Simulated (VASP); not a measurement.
# N (Fm-3m) in VASP: single point with PBE

Aim: the single point of N with PBE.

Program: VASP 6.6.1. These are calculated values, not measurements. Logs are shortened: lines on timing, memory, paths and dates and some standing lists are left out, and cuts for length are marked.

## (1) The cell of the first run

The structure is cubic, space group Fm-3m (No. 225). Conventional cell: a = 3.209 Å, b = 3.209 Å, c = 3.209 Å, α = 90.00°, β = 90.00°, γ = 90.00°. N (site symmetry m-3m) has 12 N at 2.27 Å within 3.0 Å.

## (2) Single point, PBE

The input, INCAR:

```
SYSTEM = N
  ALGO = Normal
  EDIFF = 1E-6
  ENCUT = 600
  GGA = PE
  GGA_COMPAT = .False.
  ISIF = 2
  ISMEAR = -1
  LASPH = .True.
  LCHARG = .False.
  LREAL = .False.
  LWAVE = .False.
  NBANDS = 8
  NELM = 120
  PREC = Accurate
  SIGMA = 0.1
```

The input, KPOINTS:

```
k-points
0
Gamma
  18 18 18
  0 0 0
```

The input, POSCAR:

```
N
1.0
    0.0000000000      1.6042710000      1.6042710000
    1.6042710000      0.0000000000      1.6042710000
    1.6042710000      1.6042710000      0.0000000000
N
1
Direct
    0.0000000000      0.0000000000      0.0000000000
```

Potentials or basis: VASP PAW PBE potentials, release 64 (N).

Command:

```sh
$ cat potpaw_PBE.64/N/POTCAR > POTCAR
$ mpirun -np 1 vasp_std > vasp.out
```

OUTCAR:

```text
SYSTEM = N
   EDIFF = 1E-6
   ENCUT = 600
   GGA = PE
   ISIF = 2
   ISMEAR = -1
   LASPH = .True.
   LREAL = .False.
   NELM = 120
   PREC = Accurate

 ion  position               nearest neighbor table
   1  0.000  0.000  0.000-

  LATTYP: Found a face centered cubic cell.
 ALAT       =     3.2085420000

  Lattice vectors:

 A1 = (   0.0000000000,   1.6042710000,   1.6042710000)
 A2 = (   1.6042710000,   0.0000000000,   1.6042710000)
 A3 = (   1.6042710000,   1.6042710000,   0.0000000000)

Analysis of symmetry for initial positions (statically):
=====================================================================
 Subroutine PRICEL returns:
 Original cell was already a primitive cell.

 Routine SETGRP: Setting up the symmetry group for a
 face centered cubic supercell.

 Subroutine GETGRP returns: Found 48 space group operations
 (whereof 48 operations were pure point group operations)
 out of a pool of 48 trial point group operations.

The static configuration has the point symmetry O_h .

Analysis of symmetry for dynamics (positions and initial velocities):
=====================================================================
 Subroutine PRICEL returns:
 Original cell was already a primitive cell.

 Routine SETGRP: Setting up the symmetry group for a
 face centered cubic supercell.

 Subroutine GETGRP returns: Found 48 space group operations
 (whereof 48 operations were pure point group operations)
 out of a pool of 48 trial point group operations.

The dynamic configuration has the point symmetry O_h .

 Subroutine INISYM returns: Found 48 space group operations
 (whereof 48 operations are pure point group operations),
 and found     1 'primitive' translations

----------------------------------------------------------------------------------------

                                     Primitive cell

  volume of cell :       8.2578

  direct lattice vectors                    reciprocal lattice vectors
     0.000000000  1.604271000  1.604271000    -0.311668041  0.311668041  0.311668041
     1.604271000  0.000000000  1.604271000     0.311668041 -0.311668041  0.311668041
     1.604271000  1.604271000  0.000000000     0.311668041  0.311668041 -0.311668041

  length of vectors
     2.268781806  2.268781806  2.268781806     0.539824882  0.539824882  0.539824882

  position of ions in fractional coordinates (direct lattice)
     0.000000000  0.000000000  0.000000000

  ion indices of the primitive-cell ions
   primitive index   ion index
                 1           1

----------------------------------------------------------------------------------------

 KPOINTS: k-points

Automatic generation of k-mesh.
 Grid dimensions read from file:
 generate k-points for:   18   18   18

 Generating k-lattice:

  Cartesian coordinates                     Fractional coordinates (reciprocal lattice)
    -0.017314891  0.017314891  0.017314891     0.055555556  0.000000000  0.000000000
     0.017314891 -0.017314891  0.017314891     0.000000000  0.055555556  0.000000000
     0.017314891  0.017314891 -0.017314891     0.000000000  0.000000000  0.055555556

  Length of vectors
     0.029990271  0.029990271  0.029990271

  Shift w.r.t. Gamma in fractional coordinates (k-lattice)
     0.000000000  0.000000000  0.000000000

 Subroutine IBZKPT returns following result:
 ===========================================

 Found    195 irreducible k-points:

 Following reciprocal coordinates:
            Coordinates               Weight
  0.000000  0.000000  0.000000      1.000000
  0.055556  0.000000  0.000000      8.000000
  0.111111  0.000000  0.000000      8.000000
  0.166667  0.000000  0.000000      8.000000
  0.222222  0.000000  0.000000      8.000000
  0.277778  0.000000  0.000000      8.000000
[... 16 lines left out ...]
 -0.277778  0.055556  0.000000     24.000000
 -0.222222  0.055556  0.000000     24.000000
 [... further k-points ...]
   k-points           NKPTS =    195   k-points in BZ     NKDIM =    195   number of bands    NBANDS=      8
   number of dos      NEDOS =    301   number of ions     NIONS =      1
   total plane-waves  NPLWV =   5832
   dimension x,y,z NGX =    18 NGY =   18 NGZ =   18
   dimension x,y,z NGXF=    36 NGYF=   36 NGZF=   36
   ions per type =               1
   NGX,Y,Z   is equivalent  to a cutoff of  13.19, 13.19, 13.19 a.u.
   NGXF,Y,Z  is equivalent  to a cutoff of  26.38, 26.38, 26.38 a.u.
 SYSTEM =  N
   PREC   = accura    normal or accurate (medium, high low for compatibility)
   ISTART =      0    job   : 0-new  1-cont  2-samecut
   ICHARG =      2    charge: 1-file 2-atom 10-const
   ISPIN  =      1    spin polarized calculation?
   LNONCOLLINEAR =      F non collinear calculations
   LSORBIT =      F    spin-orbit coupling
   LASPH  =      T    aspherical Exc in radial PAW
   ENCUT  =  600.0 eV  44.10 Ry    6.64 a.u.   4.53  4.53  4.53*2*pi/ulx,y,z
   NELM   =    120;   NELMIN=  2; NELMDL= -5     # of ELM steps
   EDIFF  = 0.1E-05   stopping-criterion for ELM
   LREAL  =      F    real-space projection
   EDIFFG = 0.1E-04   stopping-criterion for IOM
   NSW    =      0    number of steps for IOM
   IBRION =     -1    ionic relax: 0-MD 1-quasi-New 2-CG
   NFREE  =      0    steps in history (QN), initial steepest desc. (CG)
   ISIF   =      2    stress and relaxation
   ISYM   =      2    0-nonsym 1-usesym 2-fastsym
   POTIM  = 0.5000    time-step for ionic-motion
   TEBEG  =    0.0;   TEEND  =   0.0 temperature during run
   PSTRESS=    0.0 pullay stress
   NELECT =       5.0000    total number of electrons
   NUPDOWN=      -1.0000    fix difference up-down
   EMIN   =  10.00;   EMAX   =-10.00  energy-range for DOS
   EFERMI =   0.00;   METHOD = LEGACY
   ISMEAR =    -1;   SIGMA  =   0.10  broadening in eV -4-tet -1-fermi 0-gaus
   EFERMI_NEDOS =   21; number of points for ismear=-14 and -15
   IALGO  =     38    algorithm
   IMIX   =      4    mixing-type and parameters
     AMIX     =   0.40;   BMIX     =  1.00
     AMIX_MAG =   1.60;   BMIX_MAG =  1.00
  volume/ion in A,a.u.               =       8.26        55.73
  Fermi-wavevector in a.u.,A,eV,Ry     =   1.384981  2.617234 26.098314  1.918172
  Thomas-Fermi vector in A             =   2.509434
   LORBIT       =      0    0 simple, 1 ext, 2 COOP (PROOUT), +10 PAW based schemes
   GGA     = PE    functional components
   LHFCALC =     F    Hartree Fock is set to
   AEXX    =    0.0000 exact exchange contribution
   IVDW    =     0    specifies the selected vdW correction
   LEPSILON=     F    determine dielectric tensor
   LRPA    =     F    only Hartree local field effects (RPA)
 non-spin polarized calculation
  energy-cutoff  :      600.00
  volume of cell :        8.26
 maximum number of plane-waves:       291
   NGX =  9   NGY =  9   NGZ =  9

 number of electron       5.0000000 magnetization

 Free energy of the ion-electron system (eV)
  ---------------------------------------------------
  ext. energy  EPLUGINS =         0.00000000
  ---------------------------------------------------
  free energy    TOTEN  =        -3.82393874 eV

  energy without entropy =       -3.79729767  energy(sigma->0) =       -3.81061821

 E-fermi :   4.2667     XC(G=0): -12.1343

 val. band max:        4.2418388118   @ k =  -0.4444   0.5000   0.0556
 cond. band min:       4.2713640143   @ k =   0.4444   0.3333   0.0556
 fundamental gap:      0.0295252025
 Fermi energy:         4.2666618391

 k-point     1 :       0.0000    0.0000    0.0000
  band No.  band energies     occupation
      1     -14.7610      2.00000
      2       7.8458      0.00000
      3       7.8458      0.00000
      4       7.8459      0.00000
      5      25.6141      0.00000
      6      35.0604      0.00000
      7      35.0604      0.00000
      8      35.0604      0.00000

 k-point     2 :       0.0556    0.0000    0.0000
  band No.  band energies     occupation
      1     -14.6577      2.00000
      2       7.5680      0.00000
      3       7.8103      0.00000
      4       7.8103      0.00000
      5      25.7278      0.00000
      6      33.8896      0.00000
      7      35.1896      0.00000
      8      35.1896      0.00000

 k-point     3 :       0.1111    0.0000    0.0000
  band No.  band energies     occupation
      1     -14.3495      2.00000
      2       6.7688      0.00000
      3       7.7097      0.00000
      4       7.7097      0.00000
      5      26.0290      0.00000
      6      32.0313      0.00000
      7      35.4947      0.00000
      8      35.4947      0.00000

 k-point     4 :       0.1667    0.0000    0.0000
  band No.  band energies     occupation
      1     -13.8414      2.00000
      2       5.5382      0.00001
      3       7.5602      0.00000
      4       7.5602      0.00000
      5      26.3940      0.00000
      6      30.4617      0.00000
      7      35.6913      0.00000
      8      35.6913      0.00000

 k-point     5 :       0.2222    0.0000    0.0000
  band No.  band energies     occupation
      1     -13.1432      2.00000
      2       3.9976      1.87292
      3       7.3837      0.00000
      4       7.3837      0.00000
      5      26.5913      0.00000
      6      29.4575      0.00000
      7      35.4123      0.00000
      8      35.4123      0.00000
[... 177 lines left out ...]
 k-point    22 :      -0.3333    0.0556    0.0000
  band No.  band energies     occupation
      1     -10.8288      2.00000
      2      -0.0029      2.00000
      3       6.5855      0.00000
      4       7.0926      0.00000
      5      26.0023      0.00000
      6      28.9822      0.00000
      7      33.1175      0.00000
      8      33.7964      0.00000

 k-point    23 :      -0.2778    0.0556    0.0000
  band No.  band energies     occupation
      1     -11.8648      2.00000
      2       1.7300      2.00000
      3       6.7163      0.00000
      4       7.2826      0.00000
      5      26.3961      0.00000
      6      28.9721      0.00000
      7      33.6376      0.00000
      8      34.5659      0.00000

 k-point    24 :      -0.2222    0.0556    0.0000
  band No.  band energies     occupation
      1     -12.7833      2.00000
      2       3.4555      1.99940
      3       6.8977      0.00000
      4       7.4740      0.00000
      5      26.6683      0.00000
      6      29.1436      0.00000
      7      34.3384      0.00000
      8      35.4357      0.00000

 [... further k-points ...]

------------------------ aborting loop because EDIFF is reached ----------------------------------------

  FORCE on cell =-STRESS in cart. coord.  units (eV):
  Direction    XX          YY          ZZ          XY          YZ          ZX
  --------------------------------------------------------------------------------------
  -------------------------------------------------------------------------------------
  Total       -0.6596208     -0.6596208     -0.6596208      0.0000000     -0.0000000      0.0000000
  in kB     -127.9798906   -127.9798906   -127.9798906      0.0000000     -0.0000000      0.0000000
  external PRESSURE =    -127.9798906 kB  Pullay stress =       0.0000000 kB

 VOLUME and BASIS-vectors are now :
 -----------------------------------------------------------------------------
  energy-cutoff  :      600.00
  volume of cell :        8.26
      direct lattice vectors                 reciprocal lattice vectors
     0.000000000  1.604271000  1.604271000    -0.311668041  0.311668041  0.311668041
     1.604271000  0.000000000  1.604271000     0.311668041 -0.311668041  0.311668041
     1.604271000  1.604271000  0.000000000     0.311668041  0.311668041 -0.311668041

 POSITION                                       TOTAL-FORCE (eV/Angst)
 -----------------------------------------------------------------------------------
      0.00000      0.00000      0.00000         0.000000      0.000000     -0.000000
 -----------------------------------------------------------------------------------
    total drift:                                0.000000      0.000000      0.000000

  FREE ENERGIE OF THE ION-ELECTRON SYSTEM (eV)
  ---------------------------------------------------
  free  energy   TOTEN  =        -3.8239387424 eV

  energy  without entropy=       -3.7972976721  energy(sigma->0) =       -3.81061821
```

Run time: 5.2 s. Hardware: 1 thread of Intel Xeon 6975P-C (Granite Rapids), shared host; peak memory 0.11 GiB.

What came out:

- Free energy: -3.8239 eV
- Pressure: -12.8 GPa

Levels at points of the mesh, in eV from the Fermi level:
```
           k point  band 1  band 2  band 3  band 4  band 5  band 6
(0.00, 0.00, 0.00)  -19.03    3.58    3.58    3.58   21.35   30.79
(0.50, 0.00, 0.00)  -13.09   -7.30    2.54    2.54   21.01   25.26
(0.50, 0.50, 0.00)  -10.93   -6.00    0.14    0.14   14.76   18.38
```
